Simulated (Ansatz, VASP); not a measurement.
**Two plane-wave programs on BP**

```
CELL_PARAMETERS angstrom
0.00000 2.24547 2.24547
2.24547 0.00000 2.24547
2.24547 2.24547 0.00000
ATOMIC_POSITIONS crystal
B 0.00000 0.00000 0.00000
P 0.75000 0.75000 0.75000
```

Alike in both runs: functional LDA; k mesh 8 × 8 × 8; occupations gaussian, width 0.15 eV; no spin polarisation.

Ansatz relaxed the structure, and its values are those at the end. VASP's run is a single point on that final structure, the one shown.

```csv
,VASP,Ansatz
version,VASP 6.6.1,Ansatz 0.2.0
potentials or method,"VASP PAW LDA potentials, release 64 (B, P)","PAW with Ansatz's default frozen-core files, scalar-relativistic"
plane-wave cutoff (eV),520,420
valence electrons in the cell,8,8
```

|  | VASP | Ansatz | Ansatz less VASP |
| --- | --- | --- | --- |
| pressure (GPa) | -0.2 | 0.0 | +0.11 |

LDA's correlation is that of Perdew and Zunger in VASP and of Perdew and Wang (1992) in Ansatz.
